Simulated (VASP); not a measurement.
# MgO (Fm-3m) in VASP: single point with PBE

Aim: the single point of MgO with PBE.

All numbers are computed with VASP 6.6.1; they aren't measurements. Logs are shortened: lines on timing, memory, paths and dates and some standing lists are left out, and cuts for length are marked.

**The experiment to reproduce.**

From “Electronic structure of alkaline earth and post-transition metal oxides”, 2009, arxiv:0908.1581, for a bulk crystal of MgO: band gap 7.83 eV.

How close the calculation comes is told below.

## Step 1: The cell of the first run

It takes space group Fm-3m (No. 225, cubic). Conventional cell: a = 4.254 Å, b = 4.254 Å, c = 4.254 Å, α = 90.00°, β = 90.00°, γ = 90.00°. Mg (site symmetry m-3m) has 6 O at 2.13 Å within 2.8 Å. O (site symmetry m-3m) has 6 Mg at 2.13 Å within 2.8 Å.

## Step 2: Single point, PBE

File INCAR:

```
SYSTEM = MgO
PREC = Accurate
ENCUT = 840
EDIFF = 1E-6
ISMEAR = 0
SIGMA = 0.02
LREAL = .FALSE.
LASPH = .TRUE.
NELM = 120
ALGO = Normal
ISIF = 2
LWAVE = .FALSE.
LCHARG = .TRUE.
GGA = PE
LELF = .TRUE.
LVHAR = .TRUE.
NBANDS = 15
GGA_COMPAT = .FALSE.
```

File KPOINTS:

```
Automatic mesh
0
G
  14 14 14
  0 0 0
```

File POSCAR:

```
MgO
1.0
    0.0000000000      2.1268434989      2.1268434989
    2.1268434989      0.0000000000      2.1268434989
    2.1268434989      2.1268434989      0.0000000000
Mg O
1 1
Direct
    0.0000000000      0.0000000000      0.0000000000
    0.5000000000      0.5000000000      0.5000000000
```

Potentials or basis: VASP PAW PBE potentials, release 64 (Mg_sv, O).

The run is started by

```bash
> cat potpaw_PBE.64/Mg_sv/POTCAR potpaw_PBE.64/O/POTCAR > POTCAR
> mpirun -np 1 vasp_std > vasp.out
```

OUTCAR:

```text
SYSTEM = MgO
   PREC = Accurate
   ENCUT = 840
   EDIFF = 1E-6
   ISMEAR = 0
   LREAL = .FALSE.
   LASPH = .TRUE.
   NELM = 120
   ISIF = 2
   GGA = PE

 ion  position               nearest neighbor table
   1  0.000  0.000  0.000-   2 2.13   2 2.13   2 2.13   2 2.13   2 2.13   2 2.13
   2  0.500  0.500  0.500-   1 2.13   1 2.13   1 2.13   1 2.13   1 2.13   1 2.13

  LATTYP: Found a face centered cubic cell.
 ALAT       =     4.2536869978

  Lattice vectors:

 A1 = (   0.0000000000,   2.1268434989,   2.1268434989)
 A2 = (   2.1268434989,   0.0000000000,   2.1268434989)
 A3 = (   2.1268434989,   2.1268434989,   0.0000000000)

Analysis of symmetry for initial positions (statically):
=====================================================================
 Subroutine PRICEL returns:
 Original cell was already a primitive cell.

 Routine SETGRP: Setting up the symmetry group for a
 face centered cubic supercell.

 Subroutine GETGRP returns: Found 48 space group operations
 (whereof 48 operations were pure point group operations)
 out of a pool of 48 trial point group operations.

The static configuration has the point symmetry O_h .

Analysis of symmetry for dynamics (positions and initial velocities):
=====================================================================
 Subroutine PRICEL returns:
 Original cell was already a primitive cell.

 Routine SETGRP: Setting up the symmetry group for a
 face centered cubic supercell.

 Subroutine GETGRP returns: Found 48 space group operations
 (whereof 48 operations were pure point group operations)
 out of a pool of 48 trial point group operations.

The dynamic configuration has the point symmetry O_h .

 Subroutine INISYM returns: Found 48 space group operations
 (whereof 48 operations are pure point group operations),
 and found     1 'primitive' translations

----------------------------------------------------------------------------------------

                                     Primitive cell

  volume of cell :      19.2414

  direct lattice vectors                    reciprocal lattice vectors
     0.000000000  2.126843499  2.126843499    -0.235090170  0.235090170  0.235090170
     2.126843499  0.000000000  2.126843499     0.235090170 -0.235090170  0.235090170
     2.126843499  2.126843499  0.000000000     0.235090170  0.235090170 -0.235090170

  length of vectors
     3.007810921  3.007810921  3.007810921     0.407188119  0.407188119  0.407188119

  position of ions in fractional coordinates (direct lattice)
     0.000000000  0.000000000  0.000000000
     0.500000000  0.500000000  0.500000000

  ion indices of the primitive-cell ions
   primitive index   ion index
                 1           1
                 2           2

----------------------------------------------------------------------------------------

 KPOINTS: Automatic mesh

Automatic generation of k-mesh.
 Grid dimensions read from file:
 generate k-points for:   14   14   14

 Generating k-lattice:

  Cartesian coordinates                     Fractional coordinates (reciprocal lattice)
    -0.016792155  0.016792155  0.016792155     0.071428571  0.000000000  0.000000000
     0.016792155 -0.016792155  0.016792155     0.000000000  0.071428571  0.000000000
     0.016792155  0.016792155 -0.016792155     0.000000000  0.000000000  0.071428571

  Length of vectors
     0.029084866  0.029084866  0.029084866

  Shift w.r.t. Gamma in fractional coordinates (k-lattice)
     0.000000000  0.000000000  0.000000000

 Subroutine IBZKPT returns following result:
 ===========================================

 Found    104 irreducible k-points:

 Following reciprocal coordinates:
            Coordinates               Weight
  0.000000  0.000000  0.000000      1.000000
  0.071429  0.000000  0.000000      8.000000
  0.142857  0.000000  0.000000      8.000000
  0.214286  0.000000  0.000000      8.000000
  0.285714  0.000000  0.000000      8.000000
  0.357143  0.000000  0.000000      8.000000
[... 16 lines left out ...]
  0.214286  0.142857  0.000000     24.000000
  0.285714  0.142857  0.000000     24.000000
 [... further k-points ...]
   k-points           NKPTS =    104   k-points in BZ     NKDIM =    104   number of bands    NBANDS=     15
   number of dos      NEDOS =    301   number of ions     NIONS =      2
   total plane-waves  NPLWV =  21952
   dimension x,y,z NGX =    28 NGY =   28 NGZ =   28
   dimension x,y,z NGXF=    56 NGYF=   56 NGZF=   56
   ions per type =               1   1
   NGX,Y,Z   is equivalent  to a cutoff of  15.48, 15.48, 15.48 a.u.
   NGXF,Y,Z  is equivalent  to a cutoff of  30.95, 30.95, 30.95 a.u.
 SYSTEM =  MgO
   PREC   = accura    normal or accurate (medium, high low for compatibility)
   ISTART =      0    job   : 0-new  1-cont  2-samecut
   ICHARG =      2    charge: 1-file 2-atom 10-const
   ISPIN  =      1    spin polarized calculation?
   LNONCOLLINEAR =      F non collinear calculations
   LSORBIT =      F    spin-orbit coupling
   LASPH  =      T    aspherical Exc in radial PAW
   ENCUT  =  840.0 eV  61.74 Ry    7.86 a.u.   7.11  7.11  7.11*2*pi/ulx,y,z
   NELM   =    120;   NELMIN=  2; NELMDL= -5     # of ELM steps
   EDIFF  = 0.1E-05   stopping-criterion for ELM
   LREAL  =      F    real-space projection
   EDIFFG = 0.1E-04   stopping-criterion for IOM
   NSW    =      0    number of steps for IOM
   IBRION =     -1    ionic relax: 0-MD 1-quasi-New 2-CG
   NFREE  =      0    steps in history (QN), initial steepest desc. (CG)
   ISIF   =      2    stress and relaxation
   ISYM   =      2    0-nonsym 1-usesym 2-fastsym
   POTIM  = 0.5000    time-step for ionic-motion
   TEBEG  =    0.0;   TEEND  =   0.0 temperature during run
   PSTRESS=    0.0 pullay stress
   NELECT =      16.0000    total number of electrons
   NUPDOWN=      -1.0000    fix difference up-down
   EMIN   =  10.00;   EMAX   =-10.00  energy-range for DOS
   EFERMI =   0.00;   METHOD = LEGACY
   ISMEAR =     0;   SIGMA  =   0.02  broadening in eV -4-tet -1-fermi 0-gaus
   EFERMI_NEDOS =   21; number of points for ismear=-14 and -15
   IALGO  =     38    algorithm
   IMIX   =      4    mixing-type and parameters
     AMIX     =   0.40;   BMIX     =  1.00
     AMIX_MAG =   1.60;   BMIX_MAG =  1.00
  volume/ion in A,a.u.               =       9.62        64.92
  Fermi-wavevector in a.u.,A,eV,Ry     =   1.539463  2.909163 32.245083  2.369947
  Thomas-Fermi vector in A             =   2.645687
   LORBIT       =      0    0 simple, 1 ext, 2 COOP (PROOUT), +10 PAW based schemes
   GGA     = PE    functional components
   LHFCALC =     F    Hartree Fock is set to
   AEXX    =    0.0000 exact exchange contribution
   IVDW    =     0    specifies the selected vdW correction
   LEPSILON=     F    determine dielectric tensor
   LRPA    =     F    only Hartree local field effects (RPA)
 non-spin polarized calculation
 Gauss-broadening in eV      SIGMA  =   0.02
  energy-cutoff  :      840.00
  volume of cell :       19.24
 maximum number of plane-waves:      1090
   NGX = 15   NGY = 15   NGZ = 15

 number of electron      15.9999997 magnetization

 Free energy of the ion-electron system (eV)
  ---------------------------------------------------
  ext. energy  EPLUGINS =         0.00000000
  ---------------------------------------------------
  free energy    TOTEN  =       -11.88481440 eV

  energy without entropy =      -11.88481440  energy(sigma->0) =      -11.88481440

 E-fermi :   2.8003     XC(G=0): -11.2435

 val. band max:        2.7067576490   @ k =   0.0000   0.0000   0.0000
 cond. band min:       7.1655321075   @ k =   0.0000   0.0000   0.0000
 fundamental gap:      4.4587744586
 Fermi energy:         2.8003008823

 k-point     1 :       0.0000    0.0000    0.0000
  band No.  band energies     occupation
      1     -69.6648      2.00000
      2     -36.3930      2.00000
      3     -36.3930      2.00000
      4     -36.3930      2.00000
      5     -14.3944      2.00000
      6       2.7068      2.00000
      7       2.7068      2.00000
      8       2.7068      2.00000
      9       7.1655      0.00000
     10      18.3448      0.00000
     11      18.3448      0.00000
     12      18.3448      0.00000
     13      22.1804      0.00000
     14      23.9281      0.00000
     15      23.9281      0.00000

 k-point     2 :       0.0714    0.0000    0.0000
  band No.  band energies     occupation
      1     -69.6643      2.00000
      2     -36.3967      2.00000
      3     -36.3933      2.00000
      4     -36.3933      2.00000
      5     -14.3413      2.00000
      6       2.3546      2.00000
      7       2.6733      2.00000
      8       2.6733      2.00000
      9       7.5118      0.00000
     10      17.5948      0.00000
     11      18.4661      0.00000
     12      18.4661      0.00000
     13      23.1539      0.00000
     14      23.4628      0.00000
     15      23.4628      0.00000

 k-point     3 :       0.1429    0.0000    0.0000
  band No.  band energies     occupation
      1     -69.6633      2.00000
      2     -36.4075      2.00000
      3     -36.3944      2.00000
      4     -36.3944      2.00000
      5     -14.1890      2.00000
      6       1.5380      2.00000
      7       2.5812      2.00000
      8       2.5812      2.00000
      9       8.2977      0.00000
     10      16.3830      0.00000
     11      18.7724      0.00000
     12      18.7724      0.00000
     13      22.7706      0.00000
     14      22.7706      0.00000
     15      24.4705      0.00000
[... 343 lines left out ...]
 k-point    23 :       0.2143    0.1429    0.0000
  band No.  band energies     occupation
      1     -69.6617      2.00000
      2     -36.4164      2.00000
      3     -36.4001      2.00000
      4     -36.3993      2.00000
      5     -13.9599      2.00000
      6       0.8518      2.00000
      7       2.2851      2.00000
      8       2.2860      2.00000
      9       9.3638      0.00000
     10      15.0511      0.00000
     11      19.0290      0.00000
     12      19.2373      0.00000
     13      20.0842      0.00000
     14      24.5775      0.00000
     15      26.8338      0.00000

 k-point    24 :       0.2857    0.1429    0.0000
  band No.  band energies     occupation
      1     -69.6604      2.00000
      2     -36.4302      2.00000
      3     -36.4023      2.00000
      4     -36.4011      2.00000
      5     -13.7334      2.00000
      6       0.1241      2.00000
      7       2.0983      2.00000
      8       2.1457      2.00000
      9      10.1397      0.00000
     10      14.4836      0.00000
     11      18.3996      0.00000
     12      19.4367      0.00000
     13      20.5127      0.00000
     14      24.6142      0.00000
     15      26.6298      0.00000

 [... further k-points ...]

------------------------ aborting loop because EDIFF is reached ----------------------------------------

  FORCE on cell =-STRESS in cart. coord.  units (eV):
  Direction    XX          YY          ZZ          XY          YZ          ZX
  --------------------------------------------------------------------------------------
  -------------------------------------------------------------------------------------
  Total        0.0067186      0.0067186      0.0067186     -0.0000000      0.0000000     -0.0000000
  in kB        0.5594352      0.5594352      0.5594352     -0.0000000      0.0000000     -0.0000000
  external PRESSURE =       0.5594352 kB  Pullay stress =       0.0000000 kB

 VOLUME and BASIS-vectors are now :
 -----------------------------------------------------------------------------
  energy-cutoff  :      840.00
  volume of cell :       19.24
      direct lattice vectors                 reciprocal lattice vectors
     0.000000000  2.126843499  2.126843499    -0.235090170  0.235090170  0.235090170
     2.126843499  0.000000000  2.126843499     0.235090170 -0.235090170  0.235090170
     2.126843499  2.126843499  0.000000000     0.235090170  0.235090170 -0.235090170

 POSITION                                       TOTAL-FORCE (eV/Angst)
 -----------------------------------------------------------------------------------
      0.00000      0.00000      0.00000        -0.000000      0.000000      0.000000
      2.12684      2.12684      2.12684         0.000000     -0.000000     -0.000000
 -----------------------------------------------------------------------------------
    total drift:                                0.000000      0.000000      0.000000

  FREE ENERGIE OF THE ION-ELECTRON SYSTEM (eV)
  ---------------------------------------------------
  free  energy   TOTEN  =       -11.8848143958 eV

  energy  without entropy=      -11.8848143958  energy(sigma->0) =      -11.88481440
```

It took 39 s on 1 thread of Intel Xeon Platinum 8259CL at 2.50GHz (Skylake/Cascade Lake), shared host; peak memory 0.19 GiB.

Results:

| Quantity | Value |
| --- | --- |
| Free energy | -11.8848 eV |
| Pressure | 0.1 GPa |
| Band gap on the k mesh | 4.46 eV |

Levels at points of the mesh, in eV from the valence-band top:
```csv
k point,band 6,band 7,band 8,band 9,band 10,band 11
"(0.00, 0.00, 0.00)",0.00,0.00,0.00,4.46,15.64,15.64
"(0.50, 0.00, 0.00)",-4.48,-0.62,-0.62,7.72,12.28,16.03
"(0.50, 0.50, 0.00)",-3.94,-1.30,-1.30,9.09,9.69,12.79
```

## Step 3: Against experiment

Step 2. Measured gap of MgO: 7.83 eV (quoted in “Electronic structure of alkaline earth and post-transition metal oxides”, 2009, arxiv:0908.1581). This calculation gives 4.46 eV (-3.37 eV). The value is that of PBE on a finite k mesh, which can miss the band edges, without temperature or zero-point motion. Semilocal functionals fall short of measured gaps as a rule.
